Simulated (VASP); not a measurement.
Input of a VASP 6.6.1 run:

File POSCAR:

```
Y
1.0
    0.0000000000      2.2769069128      2.9599789866
    2.2769069128      0.0000000000      2.9599789866
    2.2769069128      2.2769069128      0.0000000000
Y
1
Direct
    0.0000000000      0.0000000000      0.0000000000
```

INCAR.step1

```
PREC = Accurate
ENCUT = 520
ISMEAR = 0
SIGMA = 0.15
LREAL = False
LASPH = True
NELM = 60
NBANDS = 12
GGA = PE
ALGO = Normal
EDIFF = 1E-4
LWAVE = True
LCHARG = False
```

The input INCAR.step2:

```
PREC = Accurate
ENCUT = 520
EDIFF = 1E-6
ISMEAR = 0
SIGMA = 0.15
LREAL = False
LASPH = True
NELM = 60
ALGO = Normal
ISIF = 2
LWAVE = False
LCHARG = False
METAGGA = R2SCAN
LMIXTAU = True
NBANDS = 12
ISTART = 1
```

KPOINTS

```
regular mesh
0
Gamma
  18 18 18
```

Potentials or basis: VASP PAW PBE potentials, release 64 (Y_sv).

The run is started by

```console
$ cat potpaw_PBE.64/Y_sv/POTCAR > POTCAR
$ cp INCAR.step1 INCAR
$ mpirun -np 1 vasp_std > vasp.out
$ cp INCAR.step2 INCAR
$ mpirun -np 1 vasp_std > vasp.out
```

(1) Estimate the band gap on the k mesh.

(2) What does it give for the pressure?

Answers

(1) zero (an odd number of electrons rules out a gap without spin polarisation).

(2) 3.0 GPa.

Caveat: the stress differs along the axes, from -3 to 6 GPa; the PAW data sets were made with another functional, which shifts forces and pressure a little.
